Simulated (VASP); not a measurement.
HfB2:

```
CELL_PARAMETERS angstrom
3.14000 0.00000 0.00000
-1.57000 2.71932 0.00000
0.00000 0.00000 3.48000
ATOMIC_POSITIONS crystal
Hf 0.00000 0.00000 0.00000
B 0.33333 0.66667 0.50000
B 0.66667 0.33333 0.50000
```

```yaml
Program: VASP 6.6.1
Task: relaxation of cell and atoms
Functional: PBEsol
Potentials_or_basis: VASP PAW PBE potentials, release 64 (Hf_pv, B)
Cutoff: 600 eV
k_mesh: 12 × 12 × 10
Occupations: fermi-dirac, width 0.1 eV
Spin: no spin polarisation
```

At the start: pressure -4.5 GPa; volume 9.90 Å³/atom.

**Question.** Where does the relaxation end?

**Answer.** Over 9 steps the energy falls by 2.6 meV/atom and the volume is 9.73 Å³/atom (-1.8 %); space group P6/mmm (No. 191, to 0.1 Å) before and after.

Step by step:
| step | energy change (eV) | largest force (eV/Å) | pressure (GPa) | volume (Å³) |
| --- | --- | --- | --- | --- |
| 1 | 0.0000 | 0.0000 | -4.48 | 29.71 |
| 2 | 0.0049 | 0.0000 | 6.31 | 28.54 |
| 3 | -0.0076 | 0.0000 | 0.05 | 29.19 |
| 4 | -0.0076 | 0.0000 | 0.14 | 29.18 |
| 5 | -0.0078 | 0.0000 | 0.09 | 29.18 |
| 6 | -0.0078 | 0.0000 | 0.09 | 29.18 |
| 7 | -0.0078 | 0.0000 | 0.09 | 29.18 |
| 8 | -0.0078 | 0.0000 | -0.09 | 29.20 |
| 9 | -0.0078 | 0.0000 | 0.01 | 29.19 |

Final structure:
```yaml
crystal:
  lattice:
    - [3.12613, 0.00000, 0.00000]
    - [-1.56307, 2.70731, 0.00000]
    - [0.00000, 0.00000, 3.44909]
  atoms:
    - { symbol: Hf, position: [0.00000, 0.00000, 0.00000] }
    - { symbol: B, position: [0.33333, 0.66667, 0.50000] }
    - { symbol: B, position: [0.66667, 0.33333, 0.50000] }
```

Caveat: the PAW data sets were made with another functional, which shifts forces and pressure a little.
